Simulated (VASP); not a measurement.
# AlFe (Pm-3m) in VASP: a series of runs, part 2 of 2

VASP 6.6.1.

## (4) Single point, PBE, collinear spin, ferromagnetic start

INCAR reads:

```
SYSTEM = AlFe
PREC = Accurate ; ENCUT = 520
EDIFF = 1E-7 ; ISMEAR = -1
SIGMA = 0.05 ; LREAL = .False.
LASPH = .True. ; NELM = 150
ALGO = Fast ; ISIF = 2
LWAVE = .False. ; LCHARG = .False.
ISPIN = 2 ; MAGMOM = -0.72 0
LORBIT = 11 ; LMAXMIX = 4
GGA = PE ; NBANDS = 16
```

KPOINTS reads:

```
Automatic mesh
0
Gamma
  9 9 9
  0 0 0
```

POSCAR reads:

```
AlFe
1.0
    2.9100000000      0.0000000000      0.0000000000
    0.0000000000      2.9100000000      0.0000000000
    0.0000000000      0.0000000000      2.9100000000
Fe Al
1 1
Direct
    0.5000000000      0.5000000000      0.5000000000
    0.0000000000      0.0000000000      0.0000000000
```

The run is started by

```console
$ cat potpaw_PBE.64/Fe/POTCAR potpaw_PBE.64/Al/POTCAR > POTCAR
$ mpirun -np 1 vasp_std > vasp.out
```

Wall time 19 s (1 thread of Intel Xeon Platinum 8488C (Sapphire Rapids), shared host); peak memory 0.16 GiB.

It converged, with:

```
Free energy                                           : -12.6419 eV
Pressure                                              : -6.1 GPa
Net moment                                            : -0.65 μB per cell
Site moments                                          : Fe -0.70; Al +0.02 μB
Valence electrons inside the program's atomic spheres : Fe 7.34; Al 0.81
```

Levels at points of the mesh, in eV from the Fermi level:
Spin up:
| k point | band 2 | band 3 | band 4 | band 5 | band 6 | band 7 | band 8 | band 9 |
| --- | --- | --- | --- | --- | --- | --- | --- | --- |
| (0.00, 0.00, 0.00) | -2.04 | -2.04 | 0.43 | 0.43 | 0.43 | 6.17 | 6.17 | 6.17 |
Spin down:
```tsv
k point	band 2	band 3	band 4	band 5	band 6	band 7	band 8	band 9	band 10	band 11
(0.00, 0.00, 0.00)	-2.36	-2.36	-0.39	-0.39	-0.39	6.15	6.15	6.15	9.14	9.14
```

## (5) Single point, PBE, collinear spin, ferromagnetic start

INCAR reads:

```
SYSTEM = AlFe
PREC     = Accurate       ! precision mode
ENCUT    = 520            ! plane-wave cutoff, eV
EDIFF    = 1E-6           ! SCF threshold, eV
ISMEAR   = -1             ! smearing method
SIGMA    = 0.05           ! smearing width, eV
LREAL    = .FALSE.        ! projectors in reciprocal space
LASPH    = .TRUE.         ! aspherical terms in the spheres
NELM     = 150            ! most SCF steps
ALGO     = Normal         ! electronic algorithm
ISIF     = 2              ! what is computed and relaxed
LWAVE    = .FALSE.        ! write WAVECAR
LCHARG   = .FALSE.        ! write CHGCAR
ISPIN    = 2              ! spin polarisation
MAGMOM   = 0.8 0          ! initial moments
LORBIT   = 11             ! projections on sites
NUPDOWN  = 0.8            ! fixed moment
LMAXMIX  = 4              ! l up to which the mixer works
GGA      = PE             ! functional
NBANDS   = 16             ! bands
```

KPOINTS reads:

```
regular mesh
0
G
  8 8 8
  0 0 0
```

POSCAR is that of step 4.

The run is started by

```console
$ cat potpaw_PBE.64/Fe/POTCAR potpaw_PBE.64/Al/POTCAR > POTCAR
$ mpirun -np 1 vasp_std > vasp.out
```

Wall time 16 s (1 thread of Intel Xeon Platinum 8488C (Sapphire Rapids), shared host); peak memory 0.15 GiB.

The run converged. Its results:

| Property | Result |
| --- | --- |
| Free energy | -12.6331 eV |
| Pressure | -5.5 GPa |
| Net moment | 0.80 μB per cell |
| Site moments | Fe +0.85; Al -0.03 μB |
| Valence electrons inside the program's atomic spheres | Fe 7.34; Al 0.82 |

Caveat: the total moment is fixed, so each spin has its own Fermi level.

## (6) Single point, PBE, collinear spin, ferromagnetic start

INCAR reads:

```
PREC = Accurate
ENCUT = 520
EDIFF = 1E-6
ISMEAR = -1
SIGMA = 0.05
LREAL = F
LASPH = T
NELM = 150
ALGO = Normal
ISIF = 2
LWAVE = F
LCHARG = F
ISPIN = 2
MAGMOM = 1.5 0
LORBIT = 11
NUPDOWN = 1.5
LMAXMIX = 4
GGA = PE
NBANDS = 16
```

KPOINTS reads:

```
Automatic mesh
0
Gamma
  8 8 8
```

POSCAR is that of step 5.

Potentials or basis: VASP PAW PBE potentials, release 64 (Fe, Al).

The run is started by

```console
$ cat potpaw_PBE.64/Fe/POTCAR potpaw_PBE.64/Al/POTCAR > POTCAR
$ mpirun -np 1 vasp_std > vasp.out
```

OUTCAR:

```text
PREC = Accurate
   ENCUT = 520
   EDIFF = 1E-6
   ISMEAR = -1
   LREAL = F
   LASPH = T
   NELM = 150
   ISIF = 2
   ISPIN = 2
   LORBIT = 11
   NUPDOWN = 1.5
   GGA = PE

 ion  position               nearest neighbor table
   1  0.500  0.500  0.500-   2 2.52   2 2.52   2 2.52   2 2.52   2 2.52   2 2.52   2 2.52   2 2.52

   2  0.000  0.000  0.000-   1 2.52   1 2.52   1 2.52   1 2.52   1 2.52   1 2.52   1 2.52   1 2.52

  LATTYP: Found a simple cubic cell.
 ALAT       =     2.9100000000

  Lattice vectors:

 A1 = (   2.9100000000,   0.0000000000,   0.0000000000)
 A2 = (   0.0000000000,   2.9100000000,   0.0000000000)
 A3 = (   0.0000000000,   0.0000000000,   2.9100000000)

Analysis of symmetry for initial positions (statically):
=====================================================================
 Subroutine PRICEL returns:
 Original cell was already a primitive cell.

 Routine SETGRP: Setting up the symmetry group for a
 simple cubic supercell.

 Subroutine GETGRP returns: Found 48 space group operations
[... 646 lines left out ...]
 spin component 2

 k-point     1 :       0.0000    0.0000    0.0000
  band No.  band energies     occupation
      1      -2.5402      1.00000
      2       5.9907      1.00000
      3       5.9907      1.00000
      4       8.4536      0.00001
      5       8.4536      0.00001
      6       8.4536      0.00001
[... 435 lines left out ...]
      5       7.8845      0.43163
      6       7.9729      0.11472
[... 8 lines left out ...]
     15      27.6900      0.00000
     16      28.7481      0.00000

 [... further k-points ...]
[... 5 lines left out ...]
  --------------------------------------------------------------------------------------
  -------------------------------------------------------------------------------------
  Total       -0.0155420     -0.0155420     -0.0155420     -0.0000000      0.0000000     -0.0000000
  in kB       -1.0105039     -1.0105039     -1.0105039     -0.0000000      0.0000000     -0.0000000
  external PRESSURE =      -1.0105039 kB  Pullay stress =       0.0000000 kB

 VOLUME and BASIS-vectors are now :
 -----------------------------------------------------------------------------
  energy-cutoff  :      520.00
  volume of cell :       24.64
      direct lattice vectors                 reciprocal lattice vectors
     2.910000000  0.000000000  0.000000000     0.343642612  0.000000000  0.000000000
     0.000000000  2.910000000  0.000000000     0.000000000  0.343642612  0.000000000
     0.000000000  0.000000000  2.910000000     0.000000000  0.000000000  0.343642612

 POSITION                                       TOTAL-FORCE (eV/Angst)
 -----------------------------------------------------------------------------------
      1.45500      1.45500      1.45500         0.000000      0.000000      0.000000
      0.00000      0.00000      0.00000         0.000000      0.000000      0.000000
 -----------------------------------------------------------------------------------
    total drift:                                0.000000     -0.000000     -0.000000

  FREE ENERGIE OF THE ION-ELECTRON SYSTEM (eV)
  ---------------------------------------------------
  free  energy   TOTEN  =       -12.5144352087 eV

  energy  without entropy=      -12.4865854431  energy(sigma->0) =      -12.50051033

 total charge

# of ion       s       p       d       tot
------------------------------------------
    1        0.426   0.483   6.423   7.332
    2        0.396   0.428   0.000   0.824
--------------------------------------------------
tot          0.822   0.911   6.423   8.155

 magnetization (x)

# of ion       s       p       d       tot
------------------------------------------
    1        0.008   0.018   1.543   1.569
    2       -0.015  -0.026   0.000  -0.041
--------------------------------------------------
tot         -0.007  -0.009   1.543   1.528
```

It took 16 s on 1 thread of Intel Xeon Platinum 8488C (Sapphire Rapids), shared host; peak memory 0.15 GiB.

Results:

```
Free energy                                           : -12.5144 eV
Pressure                                              : -0.1 GPa
Net moment                                            : 1.50 μB per cell
Site moments                                          : Fe +1.57; Al -0.04 μB
Valence electrons inside the program's atomic spheres : Fe 7.33; Al 0.82
```

Caveat: the total moment is fixed, so each spin has its own Fermi level.

## (7) The runs side by side

| spin | fixed moment (μB) | k mesh | gap on the mesh (eV) | pressure (GPa) | moment (μB) |
| --- | --- | --- | --- | --- | --- |
| off | - | 9 × 9 × 9 | none | -7.1 | - |
| collinear, zero start | 0.0 | 8 × 8 × 8 | - | -6.7 | 0.00 |
| collinear, ferromagnetic start | - | 9 × 9 × 9 | none | -6.1 | 0.65 |
| collinear, ferromagnetic start | 0.8 | 8 × 8 × 8 | - | -5.5 | 0.80 |
| collinear, ferromagnetic start | 1.5 | 8 × 8 × 8 | - | -0.1 | 1.50 |

Alike in all rows: task single point; level PBE; potentials or basis VASP PAW PBE potentials, release 64 (Fe, Al); cell as given; cutoff (eV) 520; smearing fermi-dirac 0.05 eV.

Caveats: the total moment is fixed, so each spin has its own Fermi level (some runs).

Total energies depend on the potentials used, so only differences within one code and one set of settings carry meaning.
